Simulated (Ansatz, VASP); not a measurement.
Two plane-wave programs on ScAl3N4

```
CELL_PARAMETERS angstrom
6.48584 -0.00892 -0.00509
-3.25065 5.61244 0.00509
-0.00790 0.00456 10.15846
ATOMIC_POSITIONS crystal
Al 0.33674 0.16326 0.75156
Al 0.16369 0.82754 0.99615
Al 0.33183 0.66968 0.25402
Al 0.16790 0.83471 0.50252
Al 0.33368 0.67165 0.74687
Al 0.67246 0.33631 0.99615
Al 0.83032 0.16817 0.25402
Al 0.66529 0.33210 0.50252
Al 0.82835 0.16632 0.74687
Al 0.83625 0.66375 0.25198
Al 0.66529 0.83471 0.49814
Al 0.83527 0.66473 0.74612
Sc 0.16276 0.33724 0.99229
Sc 0.33775 0.16225 0.24463
Sc 0.16573 0.33427 0.49849
Sc 0.66689 0.83311 0.99669
N 0.15816 0.34184 0.20448
N 0.34219 0.15781 0.44883
N 0.16787 0.33213 0.70734
N 0.34328 0.15672 0.94329
N 0.15523 0.81020 0.18545
N 0.34098 0.68804 0.44219
N 0.16611 0.83369 0.69075
N 0.32694 0.68074 0.93179
N 0.68980 0.34477 0.18545
N 0.81196 0.15902 0.44219
N 0.66631 0.33389 0.69075
N 0.81926 0.17306 0.93179
N 0.66762 0.83238 0.20431
N 0.83397 0.66603 0.44376
N 0.66762 0.83238 0.69084
N 0.84248 0.65752 0.93375
```

Alike in both runs: functional PBE; k mesh 4 × 4 × 3; no spin polarisation.

Ansatz relaxed the structure, and its values are those at the end. VASP's run is a single point on that final structure, the one shown.

```csv
,VASP,Ansatz
version,VASP 6.6.1,Ansatz 0.2.0
potentials or method,"VASP PAW PBE potentials, release 64 (Al, Sc_sv, N)","scalar-relativistic, plane waves, PAW"
plane-wave cutoff (eV),520,420
occupations,"gaussian, width 0.01 eV",fixed
valence electrons in the cell,160,160
```

|  | VASP | Ansatz | Ansatz less VASP |
| --- | --- | --- | --- |
| gap on the k mesh at the Fermi level (eV) | 3.60 | 3.59 | -0.007 |
| least direct gap on the mesh (eV) | 3.60 | 3.60 | -0.007 |
| pressure (GPa) | 0.1 | 0.0 | -0.09 |
| rms of the force components (eV/Å) | 0.025 | 0.002 | -0.0226 |
